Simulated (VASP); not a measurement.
# Al36N36F (a cell with a defect) in VASP: notebook

Al36N36F (a cell with a defect) is run at these levels: PBE; tasks: single point.

Program: VASP 6.6.1. These are calculated values, not measurements. Logs are shortened: lines on timing, memory, paths and dates and some standing lists are left out, and cuts for length are marked.

## 1. The cell of the first run

The cell holds a defect, 73 atoms: a = 9.389 Å, b = 9.389 Å, c = 10.035 Å, α = 90.00°, β = 90.00°, γ = 120.00°.

## 2. Single point, PBE

INCAR reads:

```
SYSTEM = Al36N36F
ALGO = Normal ; EDIFF = 1E-6
ENCUT = 520 ; GGA = PE
GGA_COMPAT = .FALSE. ; ISIF = 2
ISMEAR = 0 ; ISYM = -1
LASPH = .TRUE. ; LCHARG = .FALSE.
LREAL = Auto ; LWAVE = .FALSE.
NBANDS = 190 ; NELECT = 296.0
NELM = 120 ; PREC = Accurate
SIGMA = 0.01
```

KPOINTS reads:

```
explicit points
1
Reciprocal
  0.25000000   0.25000000   0.25000000 1
```

POSCAR reads:

```
Al36N36F
1.0
    9.3892708692      0.0000000883      0.0000000000
   -4.6946355111      8.1313470516      0.0000000000
    0.0000000000      0.0000000000     10.0348065900
Al N F
36 36 1
Direct
    0.2216991689      0.1108199807      0.2503059205
    0.1108563764      0.2216284219      0.4989524952
    0.2215406844      0.1109345303      0.7524555768
    0.1100455080      0.2224418381      1.0002922295
    0.2200649383      0.4435133694      0.2487772613
    0.1108697032      0.5561333933      0.4989511397
    0.2205592087      0.4437307678      0.7485462687
    0.1100273075      0.5545317368      1.0002874371
    0.2216796222      0.7778015687      0.2503291406
    0.1142391104      0.8905512188      0.5030684915
    0.2215860762      0.7775179822      0.7524327854
    0.1091428394      0.8880446625      1.0018056505
    0.5547266206      0.1108712174      0.2503329379
    0.4418834403      0.2182423308      0.5030833319
    0.5549687108      0.1109101474      0.7524305947
    0.4444359280      0.2233434572      1.0017886985
    0.5579103961      0.4503955649      0.2508289467
    0.4442948510      0.5555654773      0.5010376670
    0.5544707252      0.4433083662      0.7488255366
    0.4413794248      0.5542502071      0.9966300912
    0.5579926594      0.7745639966      0.2507113694
    0.4419544949      0.8905391786      0.5029640980
    0.5544542012      0.7780497716      0.7487864679
    0.4443856154      0.8881010925      1.0018349492
    0.8890235198      0.1124422440      0.2487930597
    0.7763438137      0.2215769604      0.4989811556
    0.8887780179      0.1119154979      0.7485423544
    0.7779419544      0.2224333652      1.0002722426
    0.8889897450      0.4434991141      0.2488332191
    0.7769517355      0.5555038127      0.5011408456
    0.8888067593      0.4436843535      0.7486378772
    0.7782487318      0.5541999390      0.9967353244
    0.8821511813      0.7745861029      0.2508324325
    0.7769080507      0.8881245713      0.5010226191
    0.8891794267      0.7779868583      0.7488245436
    0.7782741644      0.8911057292      0.9966478333
    0.2217533924      0.1106389440      0.4412037429
    0.1105556518      0.2220726013      0.1906977242
    0.2212329122      0.1111662374      0.9424223500
    0.1110651784      0.2215019689      0.6894421539
    0.2212798774      0.4442597867      0.4403766741
    0.1105115778      0.5551209721      0.1907025400
    0.2188614445      0.4430716313      0.9373069716
    0.1110658077      0.5561557521      0.6894411072
    0.2217660422      0.7782757171      0.4411709273
    0.1093338112      0.8879457977      0.1916737826
    0.2211977323      0.7772966289      0.9424111470
    0.1130156358      0.8898068265      0.6935307265
    0.5541316092      0.1106848550      0.4411898993
    0.4447040326      0.2233434804      0.1916546961
    0.5550892301      0.1111888329      0.9424029148
    0.4427049930      0.2195116035      0.6935415418
    0.5498665920      0.4345244034      0.4485948709
    0.4314958257      0.5491408638      0.1818096139
    0.5545148026      0.4439892029      0.9386287019
    0.4432786815      0.5549264019      0.6915692403
    0.5499761580      0.7823473570      0.4483042225
    0.4445395002      0.8881040446      0.1917510505
    0.5545037127      0.7779702391      0.9385400721
    0.4427902404      0.8897745053      0.6934070152
    0.8881073294      0.1110233325      0.4403979862
    0.7774870442      0.2220314808      0.1906822261
    0.8893772771      0.1135275467      0.9373089760
    0.7764021163      0.2214707708      0.6894763696
    0.8881671209      0.4441602471      0.4403725455
    0.7833683971      0.5492623229      0.1820531743
    0.8892725842      0.4430801084      0.9374142885
    0.7776568338      0.5548399064      0.6916879063
    0.8979053307      0.7824285196      0.4485873562
    0.7835396262      0.9010989730      0.1818504285
    0.8884151620      0.7778533843      0.9386444103
    0.7776412593      0.8892555766      0.6915518285
    0.6660235310      0.6664934813      0.3143039787
```

Potentials or basis: VASP PAW PBE potentials, release 64 (Al, N, F).

Command:

```bash
> cat potpaw_PBE.64/Al/POTCAR potpaw_PBE.64/N/POTCAR potpaw_PBE.64/F/POTCAR > POTCAR
> mpirun -np 1 vasp_std > vasp.out
```

OUTCAR:

```text
SYSTEM = Al36N36F
   EDIFF = 1E-6
   ENCUT = 520
   GGA = PE
   ISIF = 2
   ISMEAR = 0
   ISYM = -1
   LASPH = .TRUE.
   LREAL = Auto
   NELECT = 296.0
   NELM = 120
   PREC = Accurate

 ion  position               nearest neighbor table
   1  0.222  0.111  0.250-  38 1.90  46 1.91  50 1.91  37 1.92   2 3.08  16 3.08  12 3.08   4 3.10
                            14 3.10  10 3.11  13 3.13   9 3.13  25 3.13   5 3.13  33 3.17  17 3.17
   2  0.111  0.222  0.499-  37 1.90  41 1.90  61 1.90  40 1.91   1 3.08  27 3.09   7 3.09  25 3.09
                             5 3.09   3 3.12  14 3.12  10 3.12  18 3.13  34 3.13  26 3.14   6 3.14
   3  0.222  0.111  0.752-  48 1.89  52 1.89  40 1.91  39 1.91  14 3.08   4 3.08  10 3.08  16 3.09
                            12 3.09   2 3.12  19 3.12  35 3.12  27 3.13   7 3.13  11 3.13  15 3.13
   4  0.110  0.222  0.000-  39 1.90  43 1.90  63 1.90  38 1.91  25 3.07   5 3.07   3 3.08   1 3.10
                            27 3.10   7 3.10  36 3.11  20 3.11   8 3.12  28 3.12  16 3.14  12 3.14
   5  0.220  0.444  0.249-  54 1.85  42 1.89  38 1.89  41 1.92   8 3.07   4 3.07   6 3.09   2 3.09
                            20 3.10  25 3.11  29 3.11  18 3.12   9 3.13   1 3.13  17 3.14  21 3.14
   6  0.111  0.556  0.499-  45 1.90  41 1.90  65 1.90  44 1.91   9 3.08   7 3.09  31 3.09  29 3.09
                             5 3.09  11 3.12  10 3.12  22 3.12  30 3.13  18 3.13   2 3.14  26 3.14
   7  0.221  0.444  0.749-  43 1.89  56 1.90  44 1.90  40 1.90  20 3.07  18 3.08   6 3.09   2 3.09
                             4 3.10   8 3.10  31 3.11  27 3.12  11 3.13   3 3.13  23 3.14  19 3.14
   8  0.110  0.555  0.000-  43 1.90  47 1.90  67 1.90  42 1.91   5 3.07  29 3.07  11 3.08   9 3.10
                            31 3.10   7 3.10  20 3.11  32 3.11  28 3.12   4 3.12  12 3.14  24 3.14
   9  0.222  0.778  0.250-  46 1.90  58 1.91  42 1.91  45 1.92   6 3.08  24 3.08  12 3.08   8 3.10
                            22 3.10  10 3.10   1 3.13  13 3.13   5 3.13  29 3.13  33 3.17  21 3.17
  10  0.114  0.891  0.503-  69 1.84  45 1.89  37 1.89  48 1.91  35 3.07  14 3.08  22 3.08  11 3.08
                             3 3.08   9 3.10   1 3.11   6 3.12   2 3.12  34 3.16  30 3.16  33 3.16
  11  0.222  0.778  0.752-  48 1.89  60 1.89  47 1.91  44 1.91  10 3.08   8 3.08  22 3.08  24 3.09
                            12 3.09   6 3.12  23 3.12  35 3.12   7 3.13  31 3.13  15 3.13   3 3.13
  12  0.109  0.888  0.002-  71 1.90  46 1.91  47 1.91  39 1.91   1 3.08   9 3.08   3 3.09  11 3.09
                            35 3.11  33 3.11  32 3.12  36 3.12   4 3.14   8 3.14  24 3.15  16 3.15
  13  0.555  0.111  0.250-  50 1.90  58 1.90  62 1.91  49 1.92  26 3.08  24 3.08  16 3.08  28 3.10
                            22 3.10  14 3.10   1 3.13   9 3.13  29 3.13  25 3.13  17 3.17  21 3.17
  14  0.442  0.218  0.503-  53 1.84  49 1.89  37 1.89  52 1.91  19 3.07  10 3.08  22 3.08   3 3.08
                            15 3.08  13 3.10   1 3.10   2 3.12  26 3.13  18 3.16  30 3.16  17 3.16
  15  0.555  0.111  0.752-  52 1.89  60 1.89  51 1.91  64 1.91  28 3.08  14 3.08  22 3.08  24 3.09
                            16 3.09  26 3.12  23 3.12  19 3.12  31 3.13  27 3.13  11 3.13   3 3.13
[... 76 lines left out ...]
  71  0.888  0.778  0.939-  12 1.90  35 1.90  36 1.91  32 1.91
  72  0.778  0.889  0.692-  27 1.90  35 1.90  23 1.90  34 1.91
  73  0.666  0.666  0.314-  17 1.87  33 1.87  21 1.87  34 2.60  18 2.60  30 2.60

IMPORTANT INFORMATION: All symmetrisations will be switched off!
NOSYMM: (Re-)initialisation of all symmetry stuff for point group C_1.

----------------------------------------------------------------------------------------

                                     Primitive cell

  volume of cell :     766.1316

  direct lattice vectors                    reciprocal lattice vectors
     9.389270869  0.000000088  0.000000000     0.106504542  0.061490427  0.000000000
    -4.694635511  8.131347052  0.000000000    -0.000000001  0.122980853  0.000000000
     0.000000000  0.000000000 10.034806590     0.000000000  0.000000000  0.099653141

  length of vectors
     9.389270869  9.389270869 10.034806590     0.122980853  0.122980853  0.099653141

  position of ions in fractional coordinates (direct lattice)
     0.221699169  0.110819981  0.250305920
     0.110856376  0.221628422  0.498952495
     0.221540684  0.110934530  0.752455577
     0.110045508  0.222441838  0.000292229
     0.220064938  0.443513369  0.248777261
     0.110869703  0.556133393  0.498951140
[... 65 lines left out ...]
     0.777641259  0.889255577  0.691551829
     0.666023531  0.666493481  0.314303979

  ion indices of the primitive-cell ions
   primitive index   ion index
                 1           1
                 2           2
                 3           3
                 4           4
                 5           5
                 6           6
[... 65 lines left out ...]
                72          72
                73          73

----------------------------------------------------------------------------------------

 KPOINTS: explicit points

Read explicit list of k-points.

 Found      1 k-points:

 Following reciprocal coordinates:
            Coordinates               Weight
  0.250000  0.250000  0.250000      1.000000
   k-points           NKPTS =      1   k-points in BZ     NKDIM =      1   number of bands    NBANDS=    190
   number of dos      NEDOS =    301   number of ions     NIONS =     73
   total plane-waves  NPLWV = 392000
   dimension x,y,z NGX =    70 NGY =   70 NGZ =   80
   dimension x,y,z NGXF=   140 NGYF=  140 NGZF=  160
   ions per type =              36  36   1
   NGX,Y,Z   is equivalent  to a cutoff of  12.39, 12.39, 13.25 a.u.
   NGXF,Y,Z  is equivalent  to a cutoff of  24.79, 24.79, 26.51 a.u.
 SYSTEM =  Al36N36F
   PREC   = accura    normal or accurate (medium, high low for compatibility)
   ISTART =      0    job   : 0-new  1-cont  2-samecut
   ICHARG =      2    charge: 1-file 2-atom 10-const
   ISPIN  =      1    spin polarized calculation?
   LNONCOLLINEAR =      F non collinear calculations
   LSORBIT =      F    spin-orbit coupling
   LASPH  =      T    aspherical Exc in radial PAW
   ENCUT  =  520.0 eV  38.22 Ry    6.18 a.u.  17.46 17.46 18.66*2*pi/ulx,y,z
   NELM   =    120;   NELMIN=  2; NELMDL= -5     # of ELM steps
   EDIFF  = 0.1E-05   stopping-criterion for ELM
   LREAL  =      T    real-space projection
   EDIFFG = 0.1E-04   stopping-criterion for IOM
   NSW    =      0    number of steps for IOM
   IBRION =     -1    ionic relax: 0-MD 1-quasi-New 2-CG
   NFREE  =      0    steps in history (QN), initial steepest desc. (CG)
   ISIF   =      2    stress and relaxation
   ISYM   =     -1    0-nonsym 1-usesym 2-fastsym
   POTIM  = 0.5000    time-step for ionic-motion
   TEBEG  =    0.0;   TEEND  =   0.0 temperature during run
   PSTRESS=    0.0 pullay stress
   NELECT =     296.0000    total number of electrons
   NUPDOWN=      -1.0000    fix difference up-down
   EMIN   =  10.00;   EMAX   =-10.00  energy-range for DOS
   EFERMI =   0.00;   METHOD = LEGACY
   ISMEAR =     0;   SIGMA  =   0.01  broadening in eV -4-tet -1-fermi 0-gaus
   EFERMI_NEDOS =   21; number of points for ismear=-14 and -15
   IALGO  =     38    algorithm
   IMIX   =      4    mixing-type and parameters
     AMIX     =   0.40;   BMIX     =  1.00
     AMIX_MAG =   1.60;   BMIX_MAG =  1.00
  volume/ion in A,a.u.               =      10.49        70.82
  Fermi-wavevector in a.u.,A,eV,Ry     =   1.192351  2.253217 19.343429  1.421702
  Thomas-Fermi vector in A             =   2.328392
   LORBIT       =      0    0 simple, 1 ext, 2 COOP (PROOUT), +10 PAW based schemes
   GGA     = PE    functional components
   LHFCALC =     F    Hartree Fock is set to
   AEXX    =    0.0000 exact exchange contribution
   IVDW    =     0    specifies the selected vdW correction
   LEPSILON=     F    determine dielectric tensor
   LRPA    =     F    only Hartree local field effects (RPA)
 non-spin polarized calculation
 Gauss-broadening in eV      SIGMA  =   0.01
  energy-cutoff  :      520.00
  volume of cell :      766.13
 maximum number of plane-waves:     20622
 NGX is ok and might be reduce to    70
   NGX = 35   NGY = 35   NGZ = 37

 number of electron     295.9999998 magnetization

 Free energy of the ion-electron system (eV)
  ---------------------------------------------------
  ext. energy  EPLUGINS =         0.00000000
  ---------------------------------------------------
  free energy    TOTEN  =      -531.42234283 eV

  energy without entropy =     -531.42234283  energy(sigma->0) =     -531.42234283

 E-fermi :   6.1003     XC(G=0): -10.9028

 val. band max:        5.9903604406   @ k =   0.2500   0.2500   0.2500
 cond. band min:      11.2363792952   @ k =   0.2500   0.2500   0.2500
 fundamental gap:      5.2460188546
 Fermi energy:         6.1003469948

 k-point     1 :       0.2500    0.2500    0.2500
  band No.  band energies     occupation
      1     -18.0788      2.00000
      2      -8.7561      2.00000
      3      -8.4731      2.00000
      4      -8.4034      2.00000
      5      -8.2846      2.00000
      6      -8.0539      2.00000
[... 152 lines left out ...]
    159      12.0294      0.00000
    160      12.0751      0.00000
 [bands above 160 left out]

------------------------ aborting loop because EDIFF is reached ----------------------------------------

  FORCE on cell =-STRESS in cart. coord.  units (eV):
  Direction    XX          YY          ZZ          XY          YZ          ZX
  --------------------------------------------------------------------------------------
  -------------------------------------------------------------------------------------
  Total       19.4792554     15.5774059     24.3203456     -3.6349572     -0.0492790      0.0339604
  in kB       40.7361104     32.5763442     50.8600696     -7.6016263     -0.1030551      0.0710199
  external PRESSURE =      41.3908414 kB  Pullay stress =       0.0000000 kB

 VOLUME and BASIS-vectors are now :
 -----------------------------------------------------------------------------
  energy-cutoff  :      520.00
  volume of cell :      766.13
      direct lattice vectors                 reciprocal lattice vectors
     9.389270869  0.000000088  0.000000000     0.106504542  0.061490427  0.000000000
    -4.694635511  8.131347052  0.000000000    -0.000000001  0.122980853  0.000000000
     0.000000000  0.000000000 10.034806590     0.000000000  0.000000000  0.099653141

 POSITION                                       TOTAL-FORCE (eV/Angst)
 -----------------------------------------------------------------------------------
      1.56133      0.90112      2.51177        -0.009073      0.012338      0.000263
      0.00040      1.80214      5.00689         0.003565     -0.008766     -0.001582
      1.55931      0.90205      7.55075        -0.004273      0.007245      0.004020
     -0.01104      1.80875      0.00293         0.004807     -0.002755      0.003805
     -0.01588      3.60636      2.49643        -0.005332      0.010572     -0.004178
     -1.56986      4.52211      5.00688         0.007621     -0.013087     -0.000653
[... 65 lines left out ...]
      3.12675      7.23085      6.93959         0.011324     -0.014510     -0.001303
      3.12453      5.41949      3.15398         0.001075      0.000245      0.021653
 -----------------------------------------------------------------------------------
    total drift:                               -0.010400      0.016031      0.026607

  FREE ENERGIE OF THE ION-ELECTRON SYSTEM (eV)
  ---------------------------------------------------
  free  energy   TOTEN  =      -531.4223428271 eV

  energy  without entropy=     -531.4223428271  energy(sigma->0) =     -531.42234283
```

Run time: 4 min. Hardware: 1 thread of Intel Xeon 6975P-C (Granite Rapids), shared host; peak memory 0.79 GiB.

Results:

```yaml
Free_energy: -531.4223 eV
Largest_force: 0.029 eV/Å
```

Forces on the atoms (eV/Å):
```
Al  -0.009  0.012  0.000
Al   0.004 -0.009 -0.002
Al  -0.004  0.007  0.004
Al   0.005 -0.003  0.004
Al  -0.005  0.011 -0.004
Al   0.008 -0.013 -0.001
Al  -0.009  0.009  0.002
Al   0.005 -0.007  0.003
Al  -0.007  0.002 -0.001
Al   0.010 -0.003  0.004
Al  -0.008  0.007  0.004
Al   0.007 -0.011  0.001
Al   0.000  0.013 -0.001
Al   0.007 -0.010  0.004
Al  -0.005  0.008  0.001
Al   0.006 -0.005  0.002
Al  -0.005 -0.005  0.005
Al   0.010 -0.014 -0.010
Al  -0.005  0.009  0.004
Al   0.001 -0.009 -0.002
Al  -0.021  0.014 -0.005
Al   0.007 -0.005  0.005
Al  -0.005  0.008  0.006
Al   0.005 -0.007 -0.001
Al  -0.008  0.009  0.000
Al   0.009 -0.011 -0.001
Al  -0.010  0.010  0.002
Al   0.007 -0.005  0.003
Al  -0.008  0.008 -0.001
Al   0.003 -0.011 -0.008
Al  -0.008  0.008  0.003
Al   0.012 -0.013 -0.008
Al   0.008  0.013  0.001
Al   0.010 -0.010 -0.006
Al  -0.009  0.006  0.004
Al   0.003 -0.003 -0.003
N   -0.006  0.008  0.008
N    0.008 -0.014  0.001
N   -0.011  0.013 -0.004
N    0.013 -0.013 -0.006
N   -0.008  0.014 -0.004
N    0.010 -0.012  0.001
N   -0.006  0.012 -0.003
N    0.011 -0.010 -0.004
N   -0.012  0.016  0.006
N    0.015 -0.014  0.002
N   -0.009  0.014 -0.002
N    0.011 -0.011  0.000
N   -0.016  0.011  0.006
N    0.008 -0.023  0.004
N   -0.012  0.012 -0.002
N    0.013 -0.011 -0.002
N   -0.014  0.016  0.003
N    0.010 -0.016  0.002
N   -0.008  0.013 -0.006
N    0.012 -0.011 -0.003
N   -0.010  0.020  0.008
N    0.014 -0.016 -0.003
N   -0.008  0.008 -0.008
N    0.007 -0.011  0.002
N   -0.010  0.017 -0.006
N    0.008 -0.013  0.002
N   -0.013  0.009 -0.003
N    0.011 -0.014 -0.007
N   -0.010  0.014 -0.004
N    0.007 -0.015  0.003
N   -0.010  0.014 -0.004
N    0.013 -0.012 -0.001
N   -0.021  0.020  0.006
N    0.011 -0.012 -0.005
N   -0.010  0.012 -0.008
N    0.011 -0.015 -0.001
F    0.001  0.000  0.022
```

Levels at points of the mesh, in eV from the Fermi level:
```
           k point  band 146  band 147  band 148  band 149  band 150  band 151
(0.25, 0.25, 0.25)     -0.32     -0.24     -0.11      5.14      5.17      5.21
```

Caveat: the cell carries a net charge on a neutralising background, which shifts energy and pressure; the cell is charged against a uniform background, so pressure and absolute levels hang on convention.

(Continued in part 2 of 3.)
